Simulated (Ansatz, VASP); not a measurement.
# Os in VASP and in Ansatz

```
CELL_PARAMETERS angstrom
4.33415 0.00000 0.00000
-2.16707 3.75348 0.00000
0.00000 0.00000 2.72885
ATOMIC_POSITIONS crystal
Os 0.00000 0.00000 0.00000
Os 0.33333 0.66667 0.50000
Os 0.66667 0.33333 0.50000
```

Alike in both runs: functional revPBE; k mesh 9 × 9 × 12; occupations fermi-dirac, width 0.1 eV; no spin polarisation.

Ansatz relaxed the structure, and its values are those at the end. VASP's run is a single point on that final structure, the one shown.

|  | VASP | Ansatz |
| --- | --- | --- |
| version | VASP 6.6.1 | Ansatz 0.2.0 |
| potentials or method | VASP PAW PBE potentials, release 64 (Os), cutoff 520 eV | plane waves (420 eV) with PAW, scalar-relativistic |
| valence electrons in the cell | 24 | 48 |

Ansatz gave:

```
pressure (GPa) : 0.0
```

**Question.** Estimate VASP's values.

**Answer.** Pressure (GPa): -0.4.

VASP's potentials were made for PBE, not for revPBE. VASP's potentials hold 24 valence electrons a cell and Ansatz's 48, so a difference there can come from the potentials and not from the codes.

Spin-orbit coupling is off throughout.
